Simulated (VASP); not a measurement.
# Ca (I4/mmm) in VASP: notebook, part 2 of 2

VASP 6.6.1.

### Step 3. Single point, PBEsol (strain +0.040 along x and y, +0.000 along z)

Contents of INCAR:

```
  PREC = Accurate
  ENCUT = 520
  EDIFF = 1E-6
  ISMEAR = 0
  SIGMA = 0.15
  LREAL = F
  LASPH = T
  NELM = 80
  ALGO = Fast
  ISIF = 2
  LWAVE = F
  LCHARG = F
  GGA = PS
  NBANDS = 11
```

Contents of KPOINTS:

```
Automatic mesh
0
Gamma
  16 16 16
```

Contents of POSCAR:

```
Ca
1.0
   -2.3296000000      2.3296000000      2.2400000000
    2.3296000000     -2.3296000000      2.2400000000
    2.3296000000      2.3296000000     -2.2400000000
Ca
1
Direct
    0.0000000000      0.0000000000      0.0000000000
```

Potentials or basis: VASP PAW PBE potentials, release 64 (Ca_sv).

On the command line:

```sh
$ cat potpaw_PBE.64/Ca_sv/POTCAR > POTCAR
$ mpirun -np 1 vasp_std > vasp.out
```

OUTCAR:

```text
PREC = Accurate
   ENCUT = 520
   EDIFF = 1E-6
   ISMEAR = 0
   LREAL = F
   LASPH = T
   NELM = 80
   ISIF = 2
   GGA = PS

 ion  position               nearest neighbor table
   1  0.000  0.000  0.000-

  LATTYP: Found a body centered tetragonal cell.
 ALAT       =     4.6592000000
 C/A-ratio  =     0.9615384615

  Lattice vectors:

 A1 = (  -2.3296000000,   2.3296000000,   2.2400000000)
 A2 = (   2.3296000000,  -2.3296000000,   2.2400000000)
 A3 = (   2.3296000000,   2.3296000000,  -2.2400000000)

Analysis of symmetry for initial positions (statically):
=====================================================================
 Subroutine PRICEL returns:
 Original cell was already a primitive cell.

 Routine SETGRP: Setting up the symmetry group for a
 body centered tetragonal supercell.

 Subroutine GETGRP returns: Found 16 space group operations
 (whereof 16 operations were pure point group operations)
 out of a pool of 16 trial point group operations.

The static configuration has the point symmetry D_4h.

Analysis of symmetry for dynamics (positions and initial velocities):
=====================================================================
 Subroutine PRICEL returns:
 Original cell was already a primitive cell.

 Routine SETGRP: Setting up the symmetry group for a
 body centered tetragonal supercell.

 Subroutine GETGRP returns: Found 16 space group operations
 (whereof 16 operations were pure point group operations)
 out of a pool of 16 trial point group operations.

The dynamic configuration has the point symmetry D_4h.

 Subroutine INISYM returns: Found 16 space group operations
 (whereof 16 operations are pure point group operations),
 and found     1 'primitive' translations

----------------------------------------------------------------------------------------

                                     Primitive cell

[... 113 lines left out ...]
   GGA     = PS    functional components
   LHFCALC =     F    Hartree Fock is set to
   AEXX    =    0.0000 exact exchange contribution
   IVDW    =     0    specifies the selected vdW correction
   LEPSILON=     F    determine dielectric tensor
   LRPA    =     F    only Hartree local field effects (RPA)
 non-spin polarized calculation
 RMM-DIIS sequential band-by-band and
 Gauss-broadening in eV      SIGMA  =   0.15
  energy-cutoff  :      520.00
  volume of cell :       48.63
 maximum number of plane-waves:      1337
 NGX is ok and might be reduce to    30
   NGX = 15   NGY = 15   NGZ = 15

 number of electron      10.0000000 magnetization

 number of electron       9.9999999 magnetization

 Free energy of the ion-electron system (eV)
  ---------------------------------------------------
  ext. energy  EPLUGINS =         0.00000000
  ---------------------------------------------------
  free energy    TOTEN  =        -2.05921216 eV

  energy without entropy =       -2.04175253  energy(sigma->0) =       -2.05048235

 E-fermi :   1.4133     XC(G=0):  -7.3751

 val. band max:        1.4039972684   @ k =  -0.1875   0.5000   0.1875
 cond. band min:       1.4185918263   @ k =  -0.4375   0.5000   0.1250
 fundamental gap:      0.0145945579
 Fermi energy:         1.4133352153

 k-point     1 :       0.0000    0.0000    0.0000
  band No.  band energies     occupation
      1     -40.8199      2.00000
      2     -21.8230      2.00000
      3     -21.8205      2.00000
      4     -21.8205      2.00000
      5      -2.4036      2.00000
      6       3.3889      0.00000
      7       3.5464      0.00000
      8       3.5464      0.00000
      9       4.3080      0.00000
     10       4.4976      0.00000
     11      10.8006      0.00000
[... 309 lines left out ...]
 k-point    24 :      -0.0625    0.0625    0.0000
  band No.  band energies     occupation
      1     -40.8196      2.00000
      2     -21.8240      2.00000
      3     -21.8238      2.00000
      4     -21.8204      2.00000
      5      -2.3421      2.00000
      6       3.3700      0.00000
      7       3.5133      0.00000
      8       3.5908      0.00000
      9       4.2638      0.00000
     10       4.4946      0.00000
     11      10.6538      0.00000

 [... further k-points ...]

------------------------ aborting loop because EDIFF is reached ----------------------------------------

  FORCE on cell =-STRESS in cart. coord.  units (eV):
  Direction    XX          YY          ZZ          XY          YZ          ZX
  --------------------------------------------------------------------------------------
  -------------------------------------------------------------------------------------
  Total       -0.7278412     -0.7278412     -0.7222854      0.0000000     -0.0000000      0.0000000
  in kB      -23.9815085    -23.9815085    -23.7984507      0.0000000     -0.0000000      0.0000000
  external PRESSURE =     -23.9204892 kB  Pullay stress =       0.0000000 kB

 VOLUME and BASIS-vectors are now :
 -----------------------------------------------------------------------------
  energy-cutoff  :      520.00
  volume of cell :       48.63
      direct lattice vectors                 reciprocal lattice vectors
    -2.329600000  2.329600000  2.240000000     0.000000000  0.214629121  0.223214286
     2.329600000 -2.329600000  2.240000000     0.214629121  0.000000000  0.223214286
     2.329600000  2.329600000 -2.240000000     0.214629121  0.214629121  0.000000000

 POSITION                                       TOTAL-FORCE (eV/Angst)
 -----------------------------------------------------------------------------------
      0.00000      0.00000      0.00000         0.000000     -0.000000      0.000000
 -----------------------------------------------------------------------------------
    total drift:                               -0.000000     -0.000000      0.000000

  FREE ENERGIE OF THE ION-ELECTRON SYSTEM (eV)
  ---------------------------------------------------
  free  energy   TOTEN  =        -2.0592121634 eV

  energy  without entropy=       -2.0417525284  energy(sigma->0) =       -2.05048235
```

OSZICAR:

```text
N       E                     dE             d eps       ncg     rms          rms(c)
DAV:   1     0.647789452927E+02    0.64779E+02   -0.48811E+03  7686   0.803E+02
DAV:   2    -0.522396658328E+00   -0.65301E+02   -0.64748E+02  8470   0.204E+02
DAV:   3    -0.198905102336E+01   -0.14667E+01   -0.14490E+01 11518   0.297E+01
DAV:   4    -0.205716904902E+01   -0.68118E-01   -0.67888E-01 10154   0.516E+00
DAV:   5    -0.205860354525E+01   -0.14345E-02   -0.14343E-02 10830   0.617E-01    0.238E+00
RMM:   6    -0.205896080707E+01   -0.35726E-03   -0.59181E-03  8213   0.982E-01    0.146E+00
RMM:   7    -0.205909168536E+01   -0.13088E-03   -0.21053E-02  8704   0.191E+00    0.106E-01
RMM:   8    -0.205912135848E+01   -0.29673E-04   -0.24711E-03  9834   0.392E-01    0.217E-02
RMM:   9    -0.205918753768E+01   -0.66179E-04   -0.61582E-04 11302   0.169E-01    0.219E-02
RMM:  10    -0.205920798884E+01   -0.20451E-04   -0.11730E-04 11987   0.707E-02    0.447E-03
RMM:  11    -0.205921068717E+01   -0.26983E-05   -0.36317E-05 12030   0.358E-02    0.130E-02
RMM:  12    -0.205921205779E+01   -0.13706E-05   -0.53503E-06 10528   0.227E-02    0.296E-04
RMM:  13    -0.205921216343E+01   -0.10564E-06   -0.16855E-06  7663   0.858E-03
   1 F= -.20592122E+01 E0= -.20504823E+01  d E =-.174596E-01
```

stdout:

```text
POSCAR found type information on POSCAR Ca
 POSCAR found :  1 types and       1 ions
 scaLAPACK will be used
 -----------------------------------------------------------------------------
|                                                                             |
|                                                                             |
|     You enforced a specific xc type in the INCAR file but a different       |
|     I HOPE YOU KNOW WHAT YOU ARE DOING!                                     |
|                                                                             |
 -----------------------------------------------------------------------------

 LDA part: xc-table for (Slater+PW92), standard interpolation
 POSCAR, INCAR and KPOINTS ok, starting setup
 FFT: planning ... GRIDC
 FFT: planning ... GRID_SOFT
 FFT: planning ... GRID
 WAVECAR not read
 entering main loop
WARNING in EDDRMM: call to ZHEGV failed, returncode =   6  3     11
WARNING in EDDRMM: call to ZHEGV failed, returncode =   8  4      9
WARNING in EDDRMM: call to ZHEGV failed, returncode =   8  4      7
WARNING in EDDRMM: call to ZHEGV failed, returncode =   8  4      6
WARNING in EDDRMM: call to ZHEGV failed, returncode =   6  3     10
```

Wall time 78 s (1 thread of Intel Xeon 6975P-C (Granite Rapids), shared host); peak memory 0.3 GiB.

Results:

```yaml
Free_energy: -2.0592 eV
Pressure: -2.4 GPa
Band_gap_on_the_k_mesh: zero (band 5 reaches 1.73 eV, above the bottom of band 6 at 1.22 eV)
```

Caveat: the cell differs from its parent crystal (strain +0.040 along x and y, +0.000 along z); the PAW data sets were made with another functional, which shifts forces and pressure a little.

### Step 4. Single point, PBEsol (strain +0.040 along x and y, +0.080 along z)

Contents of INCAR:

```
ALGO = Fast
EDIFF = 1E-7
ENCUT = 520
GGA = PS
ISIF = 2
ISMEAR = 0
LASPH = T
LCHARG = F
LREAL = F
LWAVE = F
NBANDS = 11
NELM = 100
PREC = Accurate
SIGMA = 0.15
```

Contents of KPOINTS:

```
k-points
0
Gamma
  16 16 16
```

Contents of POSCAR:

```
Ca
1.0
   -2.3296000000      2.3296000000      2.4192000000
    2.3296000000     -2.3296000000      2.4192000000
    2.3296000000      2.3296000000     -2.4192000000
Ca
1
Direct
    0.0000000000      0.0000000000      0.0000000000
```

Potentials or basis: VASP PAW PBE potentials, release 64 (Ca_sv).

On the command line:

```sh
$ cat potpaw_PBE.64/Ca_sv/POTCAR > POTCAR
$ mpirun -np 1 vasp_std > vasp.out
```

OUTCAR:

```text
EDIFF = 1E-7
   ENCUT = 520
   GGA = PS
   ISIF = 2
   ISMEAR = 0
   LASPH = T
   LREAL = F
   NELM = 100
   PREC = Accurate

 ion  position               nearest neighbor table
   1  0.000  0.000  0.000-

  LATTYP: Found a body centered tetragonal cell.
 ALAT       =     4.6592000000
 C/A-ratio  =     1.0384615385

  Lattice vectors:

 A1 = (  -2.3296000000,   2.3296000000,   2.4192000000)
 A2 = (   2.3296000000,  -2.3296000000,   2.4192000000)
 A3 = (   2.3296000000,   2.3296000000,  -2.4192000000)

Analysis of symmetry for initial positions (statically):
[... 508 lines left out ...]
      6       3.0412      0.00000
      7       3.1195      0.00000
      8       3.1873      0.00000
      9       3.8851      0.00000
     10       3.9963      0.00000
     11      10.1763      0.00000

 [... further k-points ...]
[... 5 lines left out ...]
  --------------------------------------------------------------------------------------
  -------------------------------------------------------------------------------------
  Total       -0.9848016     -0.9848016     -0.9705529      0.0000000     -0.0000000      0.0000000
  in kB      -30.0444903    -30.0444903    -29.6097879      0.0000000     -0.0000000      0.0000000
  external PRESSURE =     -29.8995895 kB  Pullay stress =       0.0000000 kB

 VOLUME and BASIS-vectors are now :
 -----------------------------------------------------------------------------
  energy-cutoff  :      520.00
  volume of cell :       52.52
      direct lattice vectors                 reciprocal lattice vectors
    -2.329600000  2.329600000  2.419200000     0.000000000  0.214629121  0.206679894
     2.329600000 -2.329600000  2.419200000     0.214629121  0.000000000  0.206679894
     2.329600000  2.329600000 -2.419200000     0.214629121  0.214629121  0.000000000

 POSITION                                       TOTAL-FORCE (eV/Angst)
 -----------------------------------------------------------------------------------
      0.00000      0.00000      0.00000         0.000000      0.000000      0.000000
 -----------------------------------------------------------------------------------
    total drift:                               -0.000000     -0.000000      0.000000

  FREE ENERGIE OF THE ION-ELECTRON SYSTEM (eV)
  ---------------------------------------------------
  free  energy   TOTEN  =        -1.9941791056 eV

  energy  without entropy=       -1.9770595172  energy(sigma->0) =       -1.98561931
```

OSZICAR:

```text
N       E                     dE             d eps       ncg     rms          rms(c)
DAV:   1     0.650675826156E+02    0.65068E+02   -0.48158E+03  7678   0.792E+02
DAV:   2    -0.391129985639E+00   -0.65459E+02   -0.64941E+02  8467   0.202E+02
DAV:   3    -0.192460342869E+01   -0.15335E+01   -0.15130E+01 11985   0.298E+01
DAV:   4    -0.198837566403E+01   -0.63772E-01   -0.63539E-01  9970   0.484E+00
DAV:   5    -0.198970245431E+01   -0.13268E-02   -0.13265E-02 11101   0.596E-01    0.242E+00
RMM:   6    -0.199275520696E+01   -0.30528E-02   -0.57617E-03  8250   0.979E-01    0.149E+00
RMM:   7    -0.199400290209E+01   -0.12477E-02   -0.21082E-02  8843   0.191E+00    0.108E-01
RMM:   8    -0.199404811662E+01   -0.45215E-04   -0.14882E-03 10023   0.271E-01    0.216E-02
RMM:   9    -0.199415068256E+01   -0.10257E-03   -0.95523E-04 11718   0.146E-01    0.244E-02
RMM:  10    -0.199417341918E+01   -0.22737E-04   -0.15679E-04 11461   0.873E-02    0.438E-03
RMM:  11    -0.199417793406E+01   -0.45149E-05   -0.37890E-05 12480   0.302E-02    0.874E-03
RMM:  12    -0.199417963233E+01   -0.16983E-05   -0.60353E-06 11151   0.276E-02    0.668E-03
RMM:  13    -0.199417894538E+01    0.68695E-06   -0.25719E-06 11915   0.989E-03    0.119E-03
RMM:  14    -0.199417910844E+01   -0.16306E-06   -0.56755E-07 10007   0.475E-03    0.105E-03
RMM:  15    -0.199417910557E+01    0.28678E-08   -0.15684E-07  8041   0.240E-03
   1 F= -.19941791E+01 E0= -.19856193E+01  d E =-.171196E-01
```

Run time: 1.7 min. Hardware: 1 thread of Intel Xeon 6975P-C (Granite Rapids), shared host; peak memory 0.32 GiB.

What came out:

- Free energy: -1.9942 eV
- Pressure: -3.0 GPa
- Band gap on the k mesh: zero (band 5 reaches 1.46 eV, above the bottom of band 6 at 0.97 eV)

Caveat: the cell differs from its parent crystal (strain +0.040 along x and y, +0.080 along z); the PAW data sets were made with another functional, which shifts forces and pressure a little.

### Step 5. Single point, PBEsol (strain +0.080 along x and y, +0.040 along z)

Contents of INCAR:

```
SYSTEM = Ca
ALGO = Fast
EDIFF = 1E-7
ENCUT = 520
GGA = PS
ISIF = 2
ISMEAR = 0
LASPH = .True.
LCHARG = .False.
LREAL = .False.
LWAVE = .False.
NBANDS = 11
NELM = 100
PREC = Accurate
SIGMA = 0.15
```

Contents of KPOINTS:

```
k-points
0
Gamma
  16 16 16
  0 0 0
```

Contents of POSCAR:

```
Ca
1.0
   -2.4192000000      2.4192000000      2.3296000000
    2.4192000000     -2.4192000000      2.3296000000
    2.4192000000      2.4192000000     -2.3296000000
Ca
1
Direct
    0.0000000000      0.0000000000      0.0000000000
```

Potentials or basis: VASP PAW PBE potentials, release 64 (Ca_sv).

On the command line:

```sh
$ cat potpaw_PBE.64/Ca_sv/POTCAR > POTCAR
$ mpirun -np 1 vasp_std > vasp.out
```

OUTCAR:

```text
SYSTEM = Ca
   EDIFF = 1E-7
   ENCUT = 520
   GGA = PS
   ISIF = 2
   ISMEAR = 0
   LASPH = .True.
   LREAL = .False.
   NELM = 100
   PREC = Accurate

 ion  position               nearest neighbor table
   1  0.000  0.000  0.000-

  LATTYP: Found a body centered tetragonal cell.
 ALAT       =     4.8384000000
 C/A-ratio  =     0.9629629630

  Lattice vectors:

 A1 = (  -2.4192000000,   2.4192000000,   2.3296000000)
[... 514 lines left out ...]
      8       3.0288      0.00000
      9       3.6330      0.00000
     10       3.8223      0.00000
     11       9.6862      0.00000

 [... further k-points ...]

------------------------ aborting loop because EDIFF is reached ----------------------------------------

  FORCE on cell =-STRESS in cart. coord.  units (eV):
  Direction    XX          YY          ZZ          XY          YZ          ZX
  --------------------------------------------------------------------------------------
  -------------------------------------------------------------------------------------
  Total       -1.0929136     -1.0929136     -1.0881044      0.0000000      0.0000000      0.0000000
  in kB      -32.1078721    -32.1078721    -31.9665866      0.0000000      0.0000000      0.0000000
  external PRESSURE =     -32.0607769 kB  Pullay stress =       0.0000000 kB

 VOLUME and BASIS-vectors are now :
 -----------------------------------------------------------------------------
  energy-cutoff  :      520.00
  volume of cell :       54.54
      direct lattice vectors                 reciprocal lattice vectors
    -2.419200000  2.419200000  2.329600000     0.000000000  0.206679894  0.214629121
     2.419200000 -2.419200000  2.329600000     0.206679894  0.000000000  0.214629121
     2.419200000  2.419200000 -2.329600000     0.206679894  0.206679894  0.000000000

 POSITION                                       TOTAL-FORCE (eV/Angst)
 -----------------------------------------------------------------------------------
      0.00000      0.00000      0.00000        -0.000000      0.000000      0.000000
 -----------------------------------------------------------------------------------
    total drift:                                0.000000      0.000000     -0.000000

  FREE ENERGIE OF THE ION-ELECTRON SYSTEM (eV)
  ---------------------------------------------------
  free  energy   TOTEN  =        -1.9552244437 eV

  energy  without entropy=       -1.9381711067  energy(sigma->0) =       -1.94669778
```

OSZICAR:

```text
N       E                     dE             d eps       ncg     rms          rms(c)
DAV:   1     0.647415452028E+02    0.64742E+02   -0.47671E+03  7686   0.787E+02
DAV:   2    -0.372175846187E+00   -0.65114E+02   -0.64608E+02  8482   0.201E+02
DAV:   3    -0.188334191435E+01   -0.15112E+01   -0.14918E+01 11945   0.297E+01
DAV:   4    -0.194755328174E+01   -0.64211E-01   -0.63985E-01  9995   0.486E+00
DAV:   5    -0.194898665321E+01   -0.14334E-02   -0.14331E-02 11131   0.608E-01    0.243E+00
RMM:   6    -0.195325779132E+01   -0.42711E-02   -0.56745E-03  8258   0.975E-01    0.149E+00
RMM:   7    -0.195502059745E+01   -0.17628E-02   -0.21025E-02  8698   0.191E+00    0.108E-01
RMM:   8    -0.195511336457E+01   -0.92767E-04   -0.15920E-03 10322   0.250E-01    0.241E-02
RMM:   9    -0.195520521615E+01   -0.91852E-04   -0.74596E-04 11783   0.141E-01    0.165E-02
RMM:  10    -0.195521984556E+01   -0.14629E-04   -0.13283E-04 11120   0.922E-02    0.459E-03
RMM:  11    -0.195522307640E+01   -0.32308E-05   -0.32262E-05 12469   0.262E-02    0.529E-03
RMM:  12    -0.195522593827E+01   -0.28619E-05   -0.40626E-06 11689   0.226E-02    0.130E-02
RMM:  13    -0.195522387570E+01    0.20626E-05   -0.39424E-06 11838   0.149E-02    0.253E-03
RMM:  14    -0.195522409061E+01   -0.21490E-06   -0.79011E-07 11056   0.424E-03    0.226E-03
RMM:  15    -0.195522423802E+01   -0.14741E-06   -0.17511E-07  8496   0.229E-03    0.148E-03
RMM:  16    -0.195522443403E+01   -0.19601E-06   -0.64772E-08  7183   0.235E-03    0.480E-05
RMM:  17    -0.195522444370E+01   -0.96705E-08   -0.29778E-08  6143   0.118E-03
   1 F= -.19552244E+01 E0= -.19466978E+01  d E =-.170533E-01
```

Wall time 4.5 min (1 thread of AMD EPYC 7R13 (Zen 3), shared host); peak memory 0.3 GiB.

What came out:

| Property | Result |
| --- | --- |
| Free energy | -1.9552 eV |
| Pressure | -3.2 GPa |
| Band gap on the k mesh | zero (band 5 reaches 1.34 eV, above the bottom of band 6 at 0.81 eV) |

Caveat: the cell differs from its parent crystal (strain +0.080 along x and y, +0.040 along z); the PAW data sets were made with another functional, which shifts forces and pressure a little.

### Step 6. Overview

```csv
cell,further INCAR settings,gap on the mesh (eV),pressure (GPa)
"a = 3.932 Å, angles 110.5, 110.5, 107.3°, 1 atom",ALGO = Fast; EDIFF = 1e-06; NBANDS = 11,none,-2.0
"a = 3.984 Å, angles 108.4, 108.4, 111.6°, 1 atom",ALGO = Fast; EDIFF = 1e-06; NBANDS = 11,none,-2.4
"a = 4.087 Å, angles 110.5, 110.5, 107.4°, 1 atom",ALGO = Fast; EDIFF = 1e-07; NBANDS = 11,none,-3.0
"a = 4.139 Å, angles 108.5, 108.5, 111.5°, 1 atom",ALGO = Fast; EDIFF = 1e-07; NBANDS = 11,none,-3.2
```

Alike in all rows: task single point; level PBEsol; potentials or basis VASP PAW PBE potentials, release 64 (Ca_sv); no spin polarisation; k mesh 16 × 16 × 16; cutoff (eV) 520; smearing gaussian 0.15 eV.

Caveats: the PAW data sets were made with another functional, which shifts forces and pressure a little.

Total energies depend on the potentials used, so only differences within one code and one set of settings carry meaning.
